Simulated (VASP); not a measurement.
## Cu: relaxation of cell and atoms with LDA

Cu:

```xyz
1
Lattice="-1.4428 1.4428 1.3761 1.4428 -1.4428 1.3761 1.4428 1.4428 -1.3761" Properties=species:S:1:pos:R:3 pbc="T T T"
Cu    0.0000    0.0000    0.0000
```

| Item | Value |
| --- | --- |
| Program | VASP 6.6.1 |
| Task | relaxation of cell and atoms |
| Functional | LDA |
| Potentials or basis | VASP PAW LDA potentials, release 64 (Cu_sv_GW) |
| Cutoff | 820 eV |
| k mesh | 16 × 16 × 16 |
| Occupations | fermi-dirac, width 0.1 eV |
| Spin | no spin polarisation |
| Dipole correction | no |
| Further INCAR settings | ALGO = Normal; EDIFF = 1e-07; IBRION = 2; EDIFFG = -0.01; NSW = 80; ISIF = 3 |

| Property | Result |
| --- | --- |
| Relaxed volume | 10.91 Å³/atom |
| Relaxed cell | a = 2.421 Å, b = 2.421 Å, c = 2.421 Å, α = 108.20°, β = 108.20°, γ = 112.04° |
| Space group after relaxing (to 0.1 Å) | I4/mmm (No. 139) |
| Energy gained by relaxing | 15.6 meV/atom |
| Ionic steps | 3 |
| Pressure after relaxing | 0.0 GPa |
| Band gap on the k mesh | zero (an odd number of electrons rules out a gap without spin polarisation) |

Stress tensor (GPa, compression positive):
```
 0.02  0.00  0.00
 0.00  0.02  0.00
 0.00  0.00 -0.13
```

The path:
| step | energy change (eV) | largest force (eV/Å) | pressure (GPa) | volume (Å³) |
| --- | --- | --- | --- | --- |
| 1 | 0.0000 | 0.0000 | -8.62 | 11.46 |
| 2 | -0.0032 | 0.0000 | 9.19 | 10.47 |
| 3 | -0.0156 | 0.0000 | -0.03 | 10.91 |

Final structure:
```
Cu
1.0
    -1.41982    1.41982    1.35346
     1.41982   -1.41982    1.35346
     1.41982    1.41982   -1.35346
Cu
1
Direct
  0.00000 0.00000 0.00000
```

Levels at points of the mesh, in eV from the Fermi level:
```tsv
k point	band 7	band 8	band 9	band 10	band 11	band 12	band 13
(0.00, 0.00, 0.00)	-3.34	-3.34	-2.38	-2.15	25.40	25.40	26.69
(0.50, 0.00, 0.00)	-2.28	-2.04	-1.41	-0.71	4.93	17.71	17.88
(0.50, 0.50, 0.00)	-2.46	-2.18	-1.44	-1.10	4.38	19.01	19.37
(0.50, 0.50, 0.50)	-1.63	-1.63	-1.58	7.81	7.81	9.73	13.82
```

Run time: 2 min on 1 thread of Intel(R) Xeon(R) Platinum 8488C (Sapphire Rapids) (shared host), peak memory 0.26 GiB.
